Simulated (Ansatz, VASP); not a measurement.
# Two plane-wave programs on Ga3BSb2

INCAR

```
SYSTEM = Ga3BSb2
ALGO = Normal ; EDIFF = 1E-6
EDIFFG = -0.001 ; ENCUT = 600
GGA = PE ; IBRION = 2
ISIF = 3 ; ISMEAR = 0
LASPH = .True. ; LCHARG = .False.
LREAL = .False. ; LWAVE = .False.
NELM = 80 ; NSW = 80
PREC = Accurate ; SIGMA = 0.1
```

KPOINTS

```
k-points
0
Gamma
  12 12 4
  0 0 0
```

POSCAR

```
Ga3BSb2
1.0
    3.7523459740      0.0000000000      0.0000000000
   -1.8761729870      3.2496269373      0.0000000000
    0.0000000000      0.0000000000     10.7735721428
Ga B Sb
3 1 2
Direct
    0.6666666667      0.3333333333      0.0806985287
    0.6666666667      0.3333333333      0.4343304340
    0.0000000000      0.0000000000      0.5879672837
    0.0000000000      0.0000000000      0.7815990365
    0.3333333333      0.6666666667      0.8502206667
    0.3333333333      0.6666666667      0.2651840704
```

Input for Ansatz:

```yaml
crystal:
  lattice:
    - [3.752345974, 0.0, 0.0]
    - [-1.876172987, 3.2496269373, 0.0]
    - [0.0, 0.0, 10.7735721428]
  atoms:
    - { symbol: Ga, position: [0.6666666667, 0.3333333333, 0.0806985287] }
    - { symbol: Ga, position: [0.6666666667, 0.3333333333, 0.434330434] }
    - { symbol: Ga, position: [0.0, 0.0, 0.5879672837] }
    - { symbol: B, position: [0.0, 0.0, 0.7815990365] }
    - { symbol: Sb, position: [0.3333333333, 0.6666666667, 0.8502206667] }
    - { symbol: Sb, position: [0.3333333333, 0.6666666667, 0.2651840704] }
basis:
  ecutwfc: 420
kpoints:
  mp_grid: { grid: [12, 12, 4] }
hamiltonian:
  xc: pbe
scf:
  occupations: { method: gaussian, width: 0.1 }
output:
  forces: true
  stress: true
  eigenvalues: true
  write_density: true
  write_potential: true
  elf: true
  volumetric_format: npy
relax:
  adjacent_minimum: "off"
  f_tol: 0.001
  max_steps: 60
  cell: { stress_tol: 0.01 }
```

Alike in both runs: task relaxation of cell and atoms; functional PBE; k mesh 12 × 12 × 4; occupations gaussian, width 0.1 eV; no spin polarisation.

|  | VASP | Ansatz |
| --- | --- | --- |
| version | VASP 6.6.1 | Ansatz 0.2.0 |
| potentials or method | VASP PAW PBE potentials, release 64 (Ga_d, B, Sb), cutoff 600 eV | scalar-relativistic, plane waves, PAW |
| valence electrons in the cell | 52 | 72 |

|  | VASP | Ansatz | Ansatz less VASP |
| --- | --- | --- | --- |
| gap on the k mesh at the Fermi level, each at its own relaxed structure (eV) | none | none | - |
| relaxed volume (Å³/atom) | 21.92 | 21.90 | -0.024 |
| relaxed length of the cell vector where the two differ most in proportion (Å) | 3.754 | 3.752 | -0.0020 |

A gap of «none» marks a metal or a gap that the smearing closes. VASP's potentials hold 52 valence electrons a cell and Ansatz's 72, so a difference there can come from the potentials and not from the codes.

Spin-orbit coupling is off throughout.
